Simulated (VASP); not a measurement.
# LiH (Fm-3m) in VASP: notebook

Aim: see how the results for LiH move with the level of theory and the settings. Levels: PBEsol, LDA, PBE, r2SCAN, HSE06. Tasks: relaxation of cell and atoms, single point.

Everything below comes from runs of VASP 6.6.1. Logs are shortened: lines on timing, memory, paths and dates and some standing lists are left out, and cuts for length are marked.

### 1 The cell of the first run

It takes space group Fm-3m (No. 225, cubic). Conventional cell: a = 4.007 Å, b = 4.007 Å, c = 4.007 Å, α = 90.00°, β = 90.00°, γ = 90.00°. Li (site symmetry m-3m) has 6 H at 2.00 Å within 2.7 Å. Within 2.7 Å of H (site symmetry m-3m) lie 6 Li at 2.00 Å.

### 2 Relaxation of cell and atoms, PBEsol

Contents of INCAR:

```
ALGO = Normal
EDIFF = 1E-7
EDIFFG = -0.005
ENCUT = 600
GGA = PS
IBRION = 2
ISIF = 3
ISMEAR = -1
LASPH = True
LCHARG = False
LREAL = False
LWAVE = False
NELM = 100
NSW = 80
PREC = Accurate
SIGMA = 0.02
```

Contents of KPOINTS:

```
k-points
0
Gamma
  10 10 10
```

Contents of POSCAR:

```
LiH
1.0
    0.0000000000      2.0033988197      2.0033988197
    2.0033988197      0.0000000000      2.0033988197
    2.0033988197      2.0033988197      0.0000000000
Li H
1 1
Direct
    0.0000000000      0.0000000000      0.0000000000
    0.5000000000      0.5000000000      0.5000000000
```

Potentials or basis: VASP PAW PBE potentials, release 64 (Li_sv, H).

On the command line:

```
cat potpaw_PBE.64/Li_sv/POTCAR potpaw_PBE.64/H/POTCAR > POTCAR
mpirun -np 1 vasp_std > vasp.out
```

OUTCAR:

```text
EDIFF = 1E-7
   EDIFFG = -0.005
   ENCUT = 600
   GGA = PS
   IBRION = 2
   ISIF = 3
   ISMEAR = -1
   LASPH = True
   LREAL = False
   NELM = 100
   NSW = 80
   PREC = Accurate

 ion  position               nearest neighbor table
   1  0.000  0.000  0.000-
   2  0.500  0.500  0.500-

  LATTYP: Found a face centered cubic cell.
 ALAT       =     4.0067976394

  Lattice vectors:

 A1 = (   0.0000000000,   2.0033988197,   2.0033988197)
 A2 = (   2.0033988197,   0.0000000000,   2.0033988197)
 A3 = (   2.0033988197,   2.0033988197,   0.0000000000)

Analysis of symmetry for initial positions (statically):
=====================================================================
 Subroutine PRICEL returns:
 Original cell was already a primitive cell.

 Routine SETGRP: Setting up the symmetry group for a
 face centered cubic supercell.

 Subroutine GETGRP returns: Found 48 space group operations
 (whereof 48 operations were pure point group operations)
 out of a pool of 48 trial point group operations.

The static configuration has the point symmetry O_h .

Analysis of symmetry for dynamics (positions and initial velocities):
=====================================================================
 Subroutine PRICEL returns:
 Original cell was already a primitive cell.

 Routine SETGRP: Setting up the symmetry group for a
 face centered cubic supercell.

 Subroutine GETGRP returns: Found 48 space group operations
 (whereof 48 operations were pure point group operations)
 out of a pool of 48 trial point group operations.

The dynamic configuration has the point symmetry O_h .

 Subroutine INISYM returns: Found 48 space group operations
 (whereof 48 operations are pure point group operations),
 and found     1 'primitive' translations

----------------------------------------------------------------------------------------

                                     Primitive cell

  volume of cell :      16.0817

  direct lattice vectors                    reciprocal lattice vectors
     0.000000000  2.003398820  2.003398820    -0.249575868  0.249575868  0.249575868
     2.003398820  0.000000000  2.003398820     0.249575868 -0.249575868  0.249575868
     2.003398820  2.003398820  0.000000000     0.249575868  0.249575868 -0.249575868

  length of vectors
     2.833233782  2.833233782  2.833233782     0.432278084  0.432278084  0.432278084

  position of ions in fractional coordinates (direct lattice)
     0.000000000  0.000000000  0.000000000
     0.500000000  0.500000000  0.500000000

  ion indices of the primitive-cell ions
   primitive index   ion index
                 1           1
                 2           2

----------------------------------------------------------------------------------------

 KPOINTS: k-points

Automatic generation of k-mesh.
 Grid dimensions read from file:
 generate k-points for:   10   10   10

 Generating k-lattice:

  Cartesian coordinates                     Fractional coordinates (reciprocal lattice)
    -0.024957587  0.024957587  0.024957587     0.100000000  0.000000000  0.000000000
     0.024957587 -0.024957587  0.024957587     0.000000000  0.100000000  0.000000000
     0.024957587  0.024957587 -0.024957587     0.000000000  0.000000000  0.100000000

  Length of vectors
     0.043227808  0.043227808  0.043227808

  Shift w.r.t. Gamma in fractional coordinates (k-lattice)
     0.000000000  0.000000000  0.000000000

 Subroutine IBZKPT returns following result:
 ===========================================

 Found     47 irreducible k-points:

 Following reciprocal coordinates:
            Coordinates               Weight
  0.000000  0.000000  0.000000      1.000000
  0.100000  0.000000  0.000000      8.000000
  0.200000  0.000000  0.000000      8.000000
  0.300000  0.000000  0.000000      8.000000
  0.400000  0.000000  0.000000      8.000000
  0.500000  0.000000  0.000000      4.000000
[... 16 lines left out ...]
  0.300000  0.300000  0.000000      6.000000
  0.400000  0.300000  0.000000     24.000000
 [... further k-points ...]
   k-points           NKPTS =     47   k-points in BZ     NKDIM =     47   number of bands    NBANDS=      6
   number of dos      NEDOS =    301   number of ions     NIONS =      2
   total plane-waves  NPLWV =  13824
   dimension x,y,z NGX =    24 NGY =   24 NGZ =   24
   dimension x,y,z NGXF=    48 NGYF=   48 NGZF=   48
   ions per type =               1   1
   NGX,Y,Z   is equivalent  to a cutoff of  14.08, 14.08, 14.08 a.u.
   NGXF,Y,Z  is equivalent  to a cutoff of  28.17, 28.17, 28.17 a.u.
 SYSTEM =  unknown system
   PREC   = accura    normal or accurate (medium, high low for compatibility)
   ISTART =      0    job   : 0-new  1-cont  2-samecut
   ICHARG =      2    charge: 1-file 2-atom 10-const
   ISPIN  =      1    spin polarized calculation?
   LNONCOLLINEAR =      F non collinear calculations
   LSORBIT =      F    spin-orbit coupling
   LASPH  =      T    aspherical Exc in radial PAW
   ENCUT  =  600.0 eV  44.10 Ry    6.64 a.u.   5.66  5.66  5.66*2*pi/ulx,y,z
   NELM   =    100;   NELMIN=  2; NELMDL= -5     # of ELM steps
   EDIFF  = 0.1E-06   stopping-criterion for ELM
   LREAL  =      F    real-space projection
   EDIFFG = -.5E-02   stopping-criterion for IOM
   NSW    =     80    number of steps for IOM
   IBRION =      2    ionic relax: 0-MD 1-quasi-New 2-CG
   NFREE  =      1    steps in history (QN), initial steepest desc. (CG)
   ISIF   =      3    stress and relaxation
   ISYM   =      2    0-nonsym 1-usesym 2-fastsym
   POTIM  = 0.5000    time-step for ionic-motion
   TEBEG  =    0.0;   TEEND  =   0.0 temperature during run
   PSTRESS=    0.0 pullay stress
   NELECT =       4.0000    total number of electrons
   NUPDOWN=      -1.0000    fix difference up-down
   EMIN   =  10.00;   EMAX   =-10.00  energy-range for DOS
   EFERMI =   0.00;   METHOD = LEGACY
   ISMEAR =    -1;   SIGMA  =   0.02  broadening in eV -4-tet -1-fermi 0-gaus
   EFERMI_NEDOS =   21; number of points for ismear=-14 and -15
   IALGO  =     38    algorithm
   IMIX   =      4    mixing-type and parameters
     AMIX     =   0.40;   BMIX     =  1.00
     AMIX_MAG =   1.60;   BMIX_MAG =  1.00
  volume/ion in A,a.u.               =       8.04        54.26
  Fermi-wavevector in a.u.,A,eV,Ry     =   1.029558  1.945582 14.422031  1.059989
  Thomas-Fermi vector in A             =   2.163611
   LORBIT       =      0    0 simple, 1 ext, 2 COOP (PROOUT), +10 PAW based schemes
   GGA     = PS    functional components
   LHFCALC =     F    Hartree Fock is set to
   AEXX    =    0.0000 exact exchange contribution
   IVDW    =     0    specifies the selected vdW correction
   LEPSILON=     F    determine dielectric tensor
   LRPA    =     F    only Hartree local field effects (RPA)
 conjugate gradient relaxation of ions
 non-spin polarized calculation
  energy-cutoff  :      600.00
  volume of cell :       16.08
 maximum number of plane-waves:       548
   NGX = 11   NGY = 11   NGZ = 11

--------------------------------------- Ionic step        1  -------------------------------------------

 number of electron       3.9999995 magnetization

 Free energy of the ion-electron system (eV)
  ---------------------------------------------------
  ext. energy  EPLUGINS =         0.00000000
  ---------------------------------------------------
  free energy    TOTEN  =        -6.12079308 eV

  energy without entropy =       -6.12079308  energy(sigma->0) =       -6.12079308

------------------------ aborting loop because EDIFF is reached ----------------------------------------

  FORCE on cell =-STRESS in cart. coord.  units (eV):
  Direction    XX          YY          ZZ          XY          YZ          ZX
  --------------------------------------------------------------------------------------
  -------------------------------------------------------------------------------------
  Total       -0.0871472     -0.0871472     -0.0871472      0.0000000      0.0000000     -0.0000000
  in kB       -8.6822419     -8.6822419     -8.6822419      0.0000000      0.0000000     -0.0000000
  external PRESSURE =      -8.6822419 kB  Pullay stress =       0.0000000 kB
[... 57 lines left out ...]
  energy  without entropy=       -6.1212723280  energy(sigma->0) =       -6.12127233

--------------------------------------- Ionic step        3  -------------------------------------------

 number of electron       3.9999998 magnetization

 Free energy of the ion-electron system (eV)
  ---------------------------------------------------
  ext. energy  EPLUGINS =         0.00000000
  ---------------------------------------------------
  free energy    TOTEN  =        -6.12185807 eV

  energy without entropy =       -6.12185807  energy(sigma->0) =       -6.12185807

 E-fermi :   0.6978     XC(G=0):  -8.6963

 val. band max:        0.2805762687   @ k =   0.5000   0.5000   0.0000
 cond. band min:       3.0048263745   @ k =   0.5000   0.5000   0.0000
 fundamental gap:      2.7242501058
 Fermi energy:         0.6978429770

 k-point     1 :       0.0000    0.0000    0.0000
  band No.  band energies     occupation
      1     -43.3976      2.00000
      2      -5.3628      2.00000
      3      16.7149      0.00000
      4      18.2691      0.00000
      5      18.2691      0.00000
      6      18.2692      0.00000

 k-point     2 :       0.1000    0.0000    0.0000
  band No.  band energies     occupation
      1     -43.3923      2.00000
      2      -5.1840      2.00000
      3      15.0767      0.00000
      4      17.3347      0.00000
      5      17.8604      0.00000
      6      17.8604      0.00000
[... 190 lines left out ...]
 k-point    24 :       0.4000    0.3000    0.0000
  band No.  band energies     occupation
      1     -43.3397      2.00000
      2      -2.1807      2.00000
      3       6.9028      0.00000
      4      10.6650      0.00000
      5      12.0297      0.00000
      6      16.4907      0.00000

 [... further k-points ...]

------------------------ aborting loop because EDIFF is reached ----------------------------------------

  FORCE on cell =-STRESS in cart. coord.  units (eV):
  Direction    XX          YY          ZZ          XY          YZ          ZX
  --------------------------------------------------------------------------------------
  -------------------------------------------------------------------------------------
  Total        0.0015663      0.0015663      0.0015663      0.0000000     -0.0000000      0.0000000
  in kB        0.1599624      0.1599624      0.1599624      0.0000000     -0.0000000      0.0000000
  external PRESSURE =       0.1599624 kB  Pullay stress =       0.0000000 kB
[... 17 lines left out ...]
  FREE ENERGIE OF THE ION-ELECTRON SYSTEM (eV)
  ---------------------------------------------------
  free  energy   TOTEN  =        -6.1218580696 eV

  energy  without entropy=       -6.1218580696  energy(sigma->0) =       -6.12185807

 reached required accuracy - stopping structural energy minimisation
```

Run time: 13 s. Hardware: 1 thread of Intel Xeon 8259CL, shared host; peak memory 0.13 GiB.

What came out:

* Free energy: -6.1219 eV
* Relaxed volume: 7.84 Å³/atom
* Relaxed cell: a = 2.810 Å, b = 2.810 Å, c = 2.810 Å, α = 60.00°, β = 60.00°, γ = 60.00°
* Space group after relaxing (to 0.1 Å): Fm-3m (No. 225)
* Energy gained by relaxing: 0.5 meV/atom
* Ionic steps: 3
* Pressure after relaxing: 0.0 GPa
* Band gap on the k mesh: 2.72 eV

The path:
| step | energy change (eV) | largest force (eV/Å) | pressure (GPa) | volume (Å³) |
| --- | --- | --- | --- | --- |
| 1 | 0.0000 | 0.0000 | -0.87 | 16.08 |
| 2 | -0.0005 | 0.0000 | -0.65 | 15.98 |
| 3 | -0.0011 | 0.0000 | 0.02 | 15.69 |

Final structure:
```
Li H
1.0
     0.00000    1.98691    1.98691
     1.98691    0.00000    1.98691
     1.98691    1.98691    0.00000
Li H
1 1
Direct
  0.00000 0.00000 0.00000
  0.50000 0.50000 0.50000
```

Caveat: the cutoff is under 1.25 times the usual one of these potentials, so pressure, stress and relaxed cells hold a basis-set (Pulay) error; the PAW data sets were made with another functional, which shifts forces and pressure a little. PBEsol gaps usually lie below the measured ones, often by a third to a half.

### 3 Relaxation of cell and atoms, LDA

Contents of INCAR:

```
  PREC = Accurate
  ENCUT = 600
  EDIFF = 1E-7
  ISMEAR = -1
  SIGMA = 0.02
  LREAL = False
  LASPH = True
  NELM = 100
  ALGO = Normal
  ISIF = 3
  LWAVE = False
  LCHARG = False
  IBRION = 2
  NSW = 80
  EDIFFG = -0.005
```

Contents of KPOINTS:

```
Automatic mesh
0
Gamma
  10 10 10
```

POSCAR is that of step 2.

Potentials or basis: VASP PAW LDA potentials, release 64 (Li_sv, H).

On the command line:

```
cat potpaw_LDA.64/Li_sv/POTCAR potpaw_LDA.64/H/POTCAR > POTCAR
mpirun -np 1 vasp_std > vasp.out
```

Wall time 11 s (1 thread of Intel Xeon 8259CL, shared host); peak memory 0.12 GiB.

It converged, with:

```
Free energy                           : -6.4982 eV
Relaxed volume                        : 7.42 Å³/atom
Relaxed cell                          : a = 2.758 Å, b = 2.758 Å, c = 2.758 Å, α = 60.00°, β = 60.00°, γ = 60.00°
Space group after relaxing (to 0.1 Å) : Fm-3m (No. 225)
Energy gained by relaxing             : 5.9 meV/atom
Ionic steps                           : 4
Pressure after relaxing               : 0.0 GPa
Band gap on the k mesh                : 2.53 eV
```

Step by step:
| step | energy change (eV) | largest force (eV/Å) | pressure (GPa) | volume (Å³) |
| --- | --- | --- | --- | --- |
| 1 | 0.0000 | 0.0000 | -2.84 | 16.08 |
| 2 | -0.0052 | 0.0000 | -2.19 | 15.75 |
| 3 | -0.0114 | 0.0000 | -0.54 | 15.05 |
| 4 | -0.0117 | 0.0000 | 0.02 | 14.83 |

Final structure:
```
Li H
1.0
     0.00000    1.95006    1.95006
     1.95006    0.00000    1.95006
     1.95006    1.95006    0.00000
Li H
1 1
Cartesian
  1.9501 3.9001 1.9501
  1.9501 1.9501 1.9501
```

Levels at points of the mesh, in eV from the valence-band top:
```tsv
k point	band 1	band 2	band 3	band 4	band 5	band 6
(0.00, 0.00, 0.00)	-43.41	-5.87	17.21	18.24	18.24	18.24
(0.50, 0.00, 0.00)	-43.34	-3.02	4.84	14.25	16.71	16.71
(0.50, 0.50, 0.00)	-43.32	0.00	2.53	10.78	10.78	14.16
```

Caveat: the cutoff is under 1.25 times the usual one of these potentials, so pressure, stress and relaxed cells hold a basis-set (Pulay) error. A k mesh can miss the band edges.

### 4 Relaxation of cell and atoms, PBE

This run uses another cell than the first one, of 8.45 Å³/atom.

Contents of INCAR:

```
SYSTEM = LiH
ALGO = Normal
EDIFF = 1E-6
EDIFFG = -0.005
ENCUT = 600
GGA = PE
IBRION = 2
ISIF = 3
ISMEAR = -1
LASPH = .TRUE.
LCHARG = .FALSE.
LREAL = .FALSE.
LWAVE = .FALSE.
NELM = 60
NSW = 80
PREC = Accurate
SIGMA = 0.02
```

Contents of KPOINTS:

```
k-points
0
G
  10 10 10
  0 0 0
```

Contents of POSCAR:

```
LiH
1.0
    0.0000000000      2.0367500000      2.0367500000
    2.0367500000      0.0000000000      2.0367500000
    2.0367500000      2.0367500000      0.0000000000
Li H
1 1
Direct
    0.0000000000      0.0000000000      0.0000000000
    0.5000000000      0.5000000000      0.5000000000
```

Potentials or basis: VASP PAW PBE potentials, release 64 (Li_sv, H).

On the command line:

```
cat potpaw_PBE.64/Li_sv/POTCAR potpaw_PBE.64/H/POTCAR > POTCAR
mpirun -np 1 vasp_std > vasp.out
```

OUTCAR:

```text
SYSTEM = LiH
   EDIFF = 1E-6
   EDIFFG = -0.005
   ENCUT = 600
   GGA = PE
   IBRION = 2
   ISIF = 3
   ISMEAR = -1
   LASPH = .TRUE.
   LREAL = .FALSE.
   NELM = 60
   NSW = 80
   PREC = Accurate

 ion  position               nearest neighbor table
   1  0.000  0.000  0.000-
   2  0.500  0.500  0.500-

  LATTYP: Found a face centered cubic cell.
 ALAT       =     4.0735000000

  Lattice vectors:

 A1 = (   0.0000000000,   2.0367500000,   2.0367500000)
 A2 = (   2.0367500000,   0.0000000000,   2.0367500000)
 A3 = (   2.0367500000,   2.0367500000,   0.0000000000)

Analysis of symmetry for initial positions (statically):
=====================================================================
 Subroutine PRICEL returns:
 Original cell was already a primitive cell.

 Routine SETGRP: Setting up the symmetry group for a
 face centered cubic supercell.

 Subroutine GETGRP returns: Found 48 space group operations
 (whereof 48 operations were pure point group operations)
 out of a pool of 48 trial point group operations.

[... 169 lines left out ...]
  -------------------------------------------------------------------------------------
  Total       -0.1954936     -0.1954936     -0.1954936     -0.0000000      0.0000000      0.0000000
  in kB      -18.5353181    -18.5353181    -18.5353181     -0.0000000      0.0000000      0.0000000
  external PRESSURE =     -18.5353181 kB  Pullay stress =       0.0000000 kB
[... 59 lines left out ...]
--------------------------------------- Ionic step        3  -------------------------------------------

 number of electron       3.9999996 magnetization

 Free energy of the ion-electron system (eV)
  ---------------------------------------------------
  ext. energy  EPLUGINS =         0.00000000
  ---------------------------------------------------
  free energy    TOTEN  =        -6.12842614 eV

  energy without entropy =       -6.12842614  energy(sigma->0) =       -6.12842614

 E-fermi :   0.5711     XC(G=0):  -8.5413

 val. band max:        0.1316328131   @ k =   0.5000   0.5000   0.0000
 cond. band min:       3.1045309915   @ k =   0.5000   0.5000   0.0000
 fundamental gap:      2.9728981784
 Fermi energy:         0.5711254585

 k-point     1 :       0.0000    0.0000    0.0000
  band No.  band energies     occupation
      1     -44.1457      2.00000
      2      -5.3349      2.00000
      3      16.3320      0.00000
      4      18.1135      0.00000
      5      18.1135      0.00000
      6      18.1135      0.00000
[... 199 lines left out ...]
 k-point    24 :       0.4000    0.3000    0.0000
  band No.  band energies     occupation
      1     -44.0954      2.00000
      2      -2.2050      2.00000
      3       6.8464      0.00000
      4      10.6485      0.00000
      5      11.9820      0.00000
      6      16.4413      0.00000

 [... further k-points ...]

------------------------ aborting loop because EDIFF is reached ----------------------------------------

  FORCE on cell =-STRESS in cart. coord.  units (eV):
  Direction    XX          YY          ZZ          XY          YZ          ZX
  --------------------------------------------------------------------------------------
  -------------------------------------------------------------------------------------
  Total        0.0025975      0.0025975      0.0025975      0.0000000      0.0000000      0.0000000
  in kB        0.2607558      0.2607558      0.2607558      0.0000000      0.0000000      0.0000000
  external PRESSURE =       0.2607558 kB  Pullay stress =       0.0000000 kB
[... 17 lines left out ...]
  FREE ENERGIE OF THE ION-ELECTRON SYSTEM (eV)
  ---------------------------------------------------
  free  energy   TOTEN  =        -6.1284261409 eV

  energy  without entropy=       -6.1284261409  energy(sigma->0) =       -6.12842614

 reached required accuracy - stopping structural energy minimisation
```

It took 11 s on 1 thread of Intel Xeon 8259CL, shared host; peak memory 0.13 GiB.

What came out:

```
Free energy                           : -6.1284 eV
Relaxed volume                        : 7.98 Å³/atom
Relaxed cell                          : a = 2.826 Å, b = 2.826 Å, c = 2.826 Å, α = 60.00°, β = 60.00°, γ = 60.00°
Space group after relaxing (to 0.1 Å) : Fm-3m (No. 225)
Energy gained by relaxing             : 2.8 meV/atom
Ionic steps                           : 3
Pressure after relaxing               : 0.0 GPa
Band gap on the k mesh                : 2.97 eV
```

Step by step:
```csv
step,energy change (eV),largest force (eV/Å),pressure (GPa),volume (Å³)
1,0.0000,0.0000,-1.85,16.90
2,-0.0024,0.0000,-1.42,16.66
3,-0.0056,0.0000,0.03,15.96
```

Final structure:
```xyz
2
Lattice="0.0000 1.9983 1.9983 1.9983 0.0000 1.9983 1.9983 1.9983 0.0000" Properties=species:S:1:pos:R:3 pbc="T T T"
Li    0.0000    0.0000    0.0000
H     1.9983    1.9983    1.9983
```

Caveat: the cutoff is under 1.25 times the usual one of these potentials, so pressure, stress and relaxed cells hold a basis-set (Pulay) error.

[end of part 1 of 2]
